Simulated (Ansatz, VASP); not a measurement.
**Two plane-wave programs on Ge**

```
Ge
1.0
     0.00000    2.94192    2.71562
     2.94192    0.00000    2.71562
     2.94192    2.94192    0.00000
Ge
2
Direct
  0.50000 0.50000 0.50000
  0.75000 0.75000 0.75000
```

Change from the starting cell: strain +0.040 along x and y, -0.040 along z, atoms carried along.

Alike in both runs: task single point; functional PBE; k mesh 14 × 14 × 14; occupations gaussian, width 0.15 eV; no spin polarisation.

```csv
,VASP,Ansatz
version,VASP 6.6.1,Ansatz 0.2.0
potentials or method,"VASP PAW PBE potentials, release 64 (Ge_d), cutoff 500 eV","scalar-relativistic, plane waves, PAW"
valence electrons in the cell,28,28
```

|  | VASP | Ansatz | Ansatz less VASP |
| --- | --- | --- | --- |
| gap on the k mesh at the Fermi level (eV) | none | none | - |
| pressure (GPa) | 0.9 | 1.0 | +0.17 |
| traceless stress, the component that is largest in VASP (GPa) | 3.07 | 3.07 | -0.007 |

A gap of «none» marks a metal or a gap that the smearing closes.
